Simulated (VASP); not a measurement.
# SnSe2: single point with r2SCAN

Crystal: SnSe2.

```
CELL_PARAMETERS angstrom
3.55940 0.00000 0.00000
-1.77970 3.08253 0.00000
0.00000 0.00000 5.19801
ATOMIC_POSITIONS crystal
Sn 0.00000 0.00000 0.00000
Se 0.66667 0.33333 0.70004
Se 0.33333 0.66667 0.29996
```

```
Program                : VASP 6.6.1
Task                   : single point
Functional             : r2SCAN
Potentials or basis    : VASP PAW PBE potentials, release 64 (Sn_d, Se)
Cutoff                 : 520 eV
k mesh                 : 8 × 8 × 5
Occupations            : fermi-dirac, width 0.05 eV
Spin                   : no spin polarisation
Dipole correction      : no
Further INCAR settings : ALGO = Normal; EDIFF = 1e-06; NBANDS = 20
```

The pressure is 30.2 GPa and the largest force is 0.029 eV/Å. The band gap on the k mesh is zero (band 13 reaches 8.82 eV, above the bottom of band 14 at 8.19 eV).

Forces on the atoms (eV/Å):
```
Sn   0.000  0.000  0.000
Se   0.000  0.000 -0.029
Se   0.000  0.000  0.029
```

Levels at points of the mesh, in eV from the Fermi level:
| k point | band 9 | band 10 | band 11 | band 12 | band 13 | band 14 | band 15 | band 16 | band 17 | band 18 |
| --- | --- | --- | --- | --- | --- | --- | --- | --- | --- | --- |
| (0.00, 0.00, 0.00) | -1.81 | -1.81 | -1.39 | -1.39 | -0.02 | 1.88 | 3.20 | 5.07 | 5.07 | 8.15 |
| (0.50, 0.00, 0.00) | -6.04 | -5.71 | -4.53 | -4.07 | -0.67 | 1.88 | 3.57 | 3.68 | 4.19 | 8.61 |

It took 2.8 min on 1 thread of Intel(R) Xeon(R) 6975P-C (Granite Rapids) (shared host), peak memory 0.2 GiB.

Caveat: the PAW data sets were made with another functional, which shifts forces and pressure a little; spin-orbit coupling is left out, which moves the levels of the heavy elements.
